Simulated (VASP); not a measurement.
# BN (P6_3/mmc) in VASP: further runs, part 3 of 4

VASP 6.6.1. Earlier steps stand in the parts before.

**5. Single point, PBEsol (volume 9.547 Å^3 an atom, c/a of the conventional cell 2.7425)**

The input, INCAR:

```
SYSTEM = BN
PREC = Accurate ; ENCUT = 520
EDIFF = 1E-6 ; ISMEAR = 0
SIGMA = 0.05 ; LREAL = .False.
LASPH = .True. ; NELM = 80
ALGO = Normal ; ISIF = 2
LWAVE = .False. ; LCHARG = .False.
GGA = PS ; NBANDS = 16
```

The input, KPOINTS:

```
Automatic mesh
0
Gamma
  12 12 4
  0 0 0
```

The input, POSCAR:

```
BN
1.0
    2.5239703389      0.0000000000      0.0000000000
   -1.2619851695      2.1858224319      0.0000000000
    0.0000000000      0.0000000000      6.9219886544
B N
2 2
Direct
    0.3333333333      0.6666666667      0.2500000000
    0.6666666667      0.3333333333      0.7500000000
    0.3333333333      0.6666666667      0.7500000000
    0.6666666667      0.3333333333      0.2500000000
```

Potentials or basis: VASP PAW PBE potentials, release 64 (B, N).

On the command line:

```
cat potpaw_PBE.64/B/POTCAR potpaw_PBE.64/N/POTCAR > POTCAR
mpirun -np 1 vasp_std > vasp.out
```

OUTCAR:

```text
SYSTEM = BN
   PREC = Accurate
   ENCUT = 520
   EDIFF = 1E-6
   ISMEAR = 0
   LREAL = .False.
   LASPH = .True.
   NELM = 80
   ISIF = 2
   GGA = PS

 ion  position               nearest neighbor table
   1  0.333  0.667  0.250-   4 1.46   4 1.46   4 1.46
   2  0.667  0.333  0.750-   3 1.46   3 1.46   3 1.46
   3  0.333  0.667  0.750-   2 1.46   2 1.46   2 1.46
   4  0.667  0.333  0.250-   1 1.46   1 1.46   1 1.46

  LATTYP: Found a hexagonal cell.
 ALAT       =     2.5239703389
 C/A-ratio  =     2.7425000000

  Lattice vectors:

 A1 = (   2.5239703389,   0.0000000000,   0.0000000000)
 A2 = (  -1.2619851695,   2.1858224319,   0.0000000000)
 A3 = (   0.0000000000,   0.0000000000,   6.9219886544)

Analysis of symmetry for initial positions (statically):
=====================================================================
 Subroutine PRICEL returns:
 Original cell was already a primitive cell.

 Routine SETGRP: Setting up the symmetry group for a
 hexagonal supercell.

 Subroutine GETGRP returns: Found 24 space group operations
 (whereof 12 operations were pure point group operations)
 out of a pool of 24 trial point group operations.

The static configuration has the point symmetry D_3d.
 The point group associated with its full space group is D_6h.

Analysis of symmetry for dynamics (positions and initial velocities):
=====================================================================
 Subroutine PRICEL returns:
 Original cell was already a primitive cell.

 Routine SETGRP: Setting up the symmetry group for a
 hexagonal supercell.

 Subroutine GETGRP returns: Found 24 space group operations
 (whereof 12 operations were pure point group operations)
 out of a pool of 24 trial point group operations.

The dynamic configuration has the point symmetry D_3d.
 The point group associated with its full space group is D_6h.

 Subroutine INISYM returns: Found 24 space group operations
 (whereof 12 operations are pure point group operations),
 and found     1 'primitive' translations

----------------------------------------------------------------------------------------

                                     Primitive cell

  volume of cell :      38.1883

  direct lattice vectors                    reciprocal lattice vectors
     2.523970339  0.000000000  0.000000000     0.396201169  0.228746852  0.000000000
    -1.261985169  2.185822432  0.000000000     0.000000000  0.457493704  0.000000000
     0.000000000  0.000000000  6.921988654     0.000000000  0.000000000  0.144467154

  length of vectors
     2.523970339  2.523970339  6.921988654     0.457493704  0.457493704  0.144467154

  position of ions in fractional coordinates (direct lattice)
     0.333333333  0.666666667  0.250000000
     0.666666667  0.333333333  0.750000000
     0.333333333  0.666666667  0.750000000
     0.666666667  0.333333333  0.250000000

  ion indices of the primitive-cell ions
   primitive index   ion index
                 1           1
                 2           2
                 3           3
                 4           4

----------------------------------------------------------------------------------------

 KPOINTS: Automatic mesh

Automatic generation of k-mesh.
 Grid dimensions read from file:
 generate k-points for:   12   12    4

 Generating k-lattice:

  Cartesian coordinates                     Fractional coordinates (reciprocal lattice)
     0.033016764  0.019062238  0.000000000     0.083333333 -0.000000000  0.000000000
     0.000000000  0.038124475  0.000000000     0.000000000  0.083333333  0.000000000
     0.000000000  0.000000000  0.036116788     0.000000000  0.000000000  0.250000000

  Length of vectors
     0.038124475  0.038124475  0.036116788

  Shift w.r.t. Gamma in fractional coordinates (k-lattice)
     0.000000000  0.000000000  0.000000000

 Subroutine IBZKPT returns following result:
 ===========================================

 Found     57 irreducible k-points:

 Following reciprocal coordinates:
            Coordinates               Weight
  0.000000  0.000000  0.000000      1.000000
  0.083333  0.000000  0.000000      6.000000
  0.166667  0.000000  0.000000      6.000000
  0.250000  0.000000  0.000000      6.000000
  0.333333 -0.000000  0.000000      6.000000
  0.416667  0.000000  0.000000      6.000000
[... 16 lines left out ...]
  0.250000  0.000000  0.250000     12.000000
  0.333333 -0.000000  0.250000     12.000000
 [... further k-points ...]
   k-points           NKPTS =     57   k-points in BZ     NKDIM =     57   number of bands    NBANDS=     16
   number of dos      NEDOS =    301   number of ions     NIONS =      4
   total plane-waves  NPLWV =  21600
   dimension x,y,z NGX =    20 NGY =   20 NGZ =   54
   dimension x,y,z NGXF=    40 NGYF=   40 NGZF=  108
   ions per type =               2   2
   NGX,Y,Z   is equivalent  to a cutoff of  13.17, 13.17, 12.97 a.u.
   NGXF,Y,Z  is equivalent  to a cutoff of  26.35, 26.35, 25.94 a.u.
 SYSTEM =  BN
   PREC   = accura    normal or accurate (medium, high low for compatibility)
   ISTART =      0    job   : 0-new  1-cont  2-samecut
   ICHARG =      2    charge: 1-file 2-atom 10-const
   ISPIN  =      1    spin polarized calculation?
   LNONCOLLINEAR =      F non collinear calculations
   LSORBIT =      F    spin-orbit coupling
   LASPH  =      T    aspherical Exc in radial PAW
   ENCUT  =  520.0 eV  38.22 Ry    6.18 a.u.   4.69  4.69 12.87*2*pi/ulx,y,z
   NELM   =     80;   NELMIN=  2; NELMDL= -5     # of ELM steps
   EDIFF  = 0.1E-05   stopping-criterion for ELM
   LREAL  =      F    real-space projection
   EDIFFG = 0.1E-04   stopping-criterion for IOM
   NSW    =      0    number of steps for IOM
   IBRION =     -1    ionic relax: 0-MD 1-quasi-New 2-CG
   NFREE  =      0    steps in history (QN), initial steepest desc. (CG)
   ISIF   =      2    stress and relaxation
   ISYM   =      2    0-nonsym 1-usesym 2-fastsym
   POTIM  = 0.5000    time-step for ionic-motion
   TEBEG  =    0.0;   TEEND  =   0.0 temperature during run
   PSTRESS=    0.0 pullay stress
   NELECT =      16.0000    total number of electrons
   NUPDOWN=      -1.0000    fix difference up-down
   EMIN   =  10.00;   EMAX   =-10.00  energy-range for DOS
   EFERMI =   0.00;   METHOD = LEGACY
   ISMEAR =     0;   SIGMA  =   0.05  broadening in eV -4-tet -1-fermi 0-gaus
   EFERMI_NEDOS =   21; number of points for ismear=-14 and -15
   IALGO  =     38    algorithm
   IMIX   =      4    mixing-type and parameters
     AMIX     =   0.40;   BMIX     =  1.00
     AMIX_MAG =   1.60;   BMIX_MAG =  1.00
  volume/ion in A,a.u.               =       9.55        64.43
  Fermi-wavevector in a.u.,A,eV,Ry     =   1.225006  2.314925 20.417437  1.500639
  Thomas-Fermi vector in A             =   2.360060
   LORBIT       =      0    0 simple, 1 ext, 2 COOP (PROOUT), +10 PAW based schemes
   GGA     = PS    functional components
   LHFCALC =     F    Hartree Fock is set to
   AEXX    =    0.0000 exact exchange contribution
   IVDW    =     0    specifies the selected vdW correction
   LEPSILON=     F    determine dielectric tensor
   LRPA    =     F    only Hartree local field effects (RPA)
 non-spin polarized calculation
 Gauss-broadening in eV      SIGMA  =   0.05
  energy-cutoff  :      520.00
  volume of cell :       38.19
 maximum number of plane-waves:      1052
 NGX is ok and might be reduce to    20
   NGX =  9   NGY =  9   NGZ = 25

 number of electron      16.0000001 magnetization

 Free energy of the ion-electron system (eV)
  ---------------------------------------------------
  ext. energy  EPLUGINS =         0.00000000
  ---------------------------------------------------
  free energy    TOTEN  =       -36.55817658 eV

  energy without entropy =      -36.55817658  energy(sigma->0) =      -36.55817658

 E-fermi :   2.0796     XC(G=0):  -9.9756

 val. band max:        1.7666070231   @ k =   0.3333   0.3333   0.5000
 cond. band min:       5.9628656997   @ k =   0.5000   0.0000   0.0000
 fundamental gap:      4.1962586766
 Fermi energy:         2.0795929105

 k-point     1 :       0.0000    0.0000    0.0000
  band No.  band energies     occupation
      1     -15.8158      2.00000
      2     -15.5940      2.00000
      3      -4.2344      2.00000
      4      -2.4445      2.00000
      5       0.4325      2.00000
      6       0.4325      2.00000
[... 8 lines left out ...]
     15      13.3618      0.00000
     16      14.4389      0.00000
[... 420 lines left out ...]
  band No.  band energies     occupation
      1     -13.8436      2.00000
      2     -13.7324      2.00000
      3      -5.0610      2.00000
      4      -5.0205      2.00000
      5      -1.7772      2.00000
      6      -1.7464      2.00000
[... 8 lines left out ...]
     15      17.9759      0.00000
     16      19.9586      0.00000

 [... further k-points ...]
[... 5 lines left out ...]
  --------------------------------------------------------------------------------------
  -------------------------------------------------------------------------------------
  Total       -1.7492108     -1.7492108      0.0067521      0.0000000      0.0000000      0.0000000
  in kB      -73.3876051    -73.3876051      0.2832803      0.0000000      0.0000000      0.0000000
  external PRESSURE =     -48.8306433 kB  Pullay stress =       0.0000000 kB

 VOLUME and BASIS-vectors are now :
 -----------------------------------------------------------------------------
  energy-cutoff  :      520.00
  volume of cell :       38.19
      direct lattice vectors                 reciprocal lattice vectors
     2.523970339  0.000000000  0.000000000     0.396201169  0.228746852  0.000000000
    -1.261985169  2.185822432  0.000000000     0.000000000  0.457493704  0.000000000
     0.000000000  0.000000000  6.921988654     0.000000000  0.000000000  0.144467154

 POSITION                                       TOTAL-FORCE (eV/Angst)
 -----------------------------------------------------------------------------------
     -0.00000      1.45721      1.73050         0.000000      0.000000      0.000000
      1.26199      0.72861      5.19149         0.000000     -0.000000      0.000000
     -0.00000      1.45721      5.19149        -0.000000      0.000000      0.000000
      1.26199      0.72861      1.73050        -0.000000      0.000000      0.000000
 -----------------------------------------------------------------------------------
    total drift:                               -0.000000      0.000000     -0.000000

  FREE ENERGIE OF THE ION-ELECTRON SYSTEM (eV)
  ---------------------------------------------------
  free  energy   TOTEN  =       -36.5581765777 eV

  energy  without entropy=      -36.5581765777  energy(sigma->0) =      -36.55817658
```

OSZICAR:

```text
N       E                     dE             d eps       ncg     rms          rms(c)
DAV:   1     0.472375923881E+02    0.47238E+02   -0.79329E+03  1824   0.920E+02
DAV:   2    -0.363630253574E+02   -0.83601E+02   -0.75510E+02  2536   0.216E+02
DAV:   3    -0.398576607434E+02   -0.34946E+01   -0.34776E+01  2328   0.438E+01
DAV:   4    -0.398819060798E+02   -0.24245E-01   -0.24241E-01  2352   0.405E+00
DAV:   5    -0.398821459393E+02   -0.23986E-03   -0.23986E-03  2304   0.385E-01    0.108E+01
DAV:   6    -0.369153035553E+02    0.29668E+01   -0.48608E+00  2376   0.166E+01    0.492E+00
DAV:   7    -0.366446241559E+02    0.27068E+00   -0.48876E-01  2440   0.507E+00    0.305E+00
DAV:   8    -0.365617835761E+02    0.82841E-01   -0.22211E-01  2336   0.310E+00    0.466E-01
DAV:   9    -0.365572926411E+02    0.44909E-02   -0.14221E-02  2072   0.947E-01    0.175E-01
DAV:  10    -0.365580642709E+02   -0.77163E-03   -0.11027E-03  2128   0.251E-01    0.304E-02
DAV:  11    -0.365581665475E+02   -0.10228E-03   -0.72300E-05  2248   0.644E-02    0.209E-02
DAV:  12    -0.365581764559E+02   -0.99084E-05   -0.22457E-05  2032   0.309E-02    0.197E-03
DAV:  13    -0.365581765777E+02   -0.12180E-06   -0.48790E-07  1992   0.550E-03
   1 F= -.36558177E+02 E0= -.36558177E+02  d E =-.188531E-20
```

stdout:

```text
POSCAR found type information on POSCAR B N
 POSCAR found :  2 types and       4 ions
 scaLAPACK will be used
 -----------------------------------------------------------------------------
|                                                                             |
|                                                                             |
|     You enforced a specific xc type in the INCAR file but a different       |
|     I HOPE YOU KNOW WHAT YOU ARE DOING!                                     |
|                                                                             |
 -----------------------------------------------------------------------------

 LDA part: xc-table for (Slater+PW92), standard interpolation
 POSCAR, INCAR and KPOINTS ok, starting setup
 FFT: planning ... GRIDC
 FFT: planning ... GRID_SOFT
 FFT: planning ... GRID
 WAVECAR not read
 entering main loop
```

Wall time 14 s (1 thread of Intel Xeon 6975P-C (Granite Rapids), shared host); peak memory 0.16 GiB.

What came out:

```yaml
Free_energy: -36.5582 eV
Pressure: -4.9 GPa
Band_gap_on_the_k_mesh: 4.20 eV, indirect (least direct gap 4.53 eV)
```

Levels at points of the mesh, in eV from the valence-band top:
```csv
k point,band 4,band 5,band 6,band 7,band 8,band 9,band 10,band 11,band 12,band 13
"(0.00, 0.00, 0.00)",-4.21,-1.33,-1.33,-1.31,-1.31,4.83,9.62,11.32,11.32,11.41
"(0.50, 0.00, 0.00)",-8.77,-4.10,-4.05,-1.33,-0.50,4.20,5.37,9.21,9.66,12.23
"(0.00, 0.00, 0.50)",-5.20,-1.32,-1.32,-1.32,-1.32,6.98,6.98,11.37,11.37,11.37
"(0.50, 0.00, 0.50)",-8.80,-4.07,-4.07,-0.90,-0.90,4.62,4.62,9.58,9.58,13.05
```

Caveat: the PAW data sets were made with another functional, which shifts forces and pressure a little; this functional lacks dispersion, which binds the layers, so the pressure and a relaxed spacing across them are unreliable.

[end of part 3 of 4]
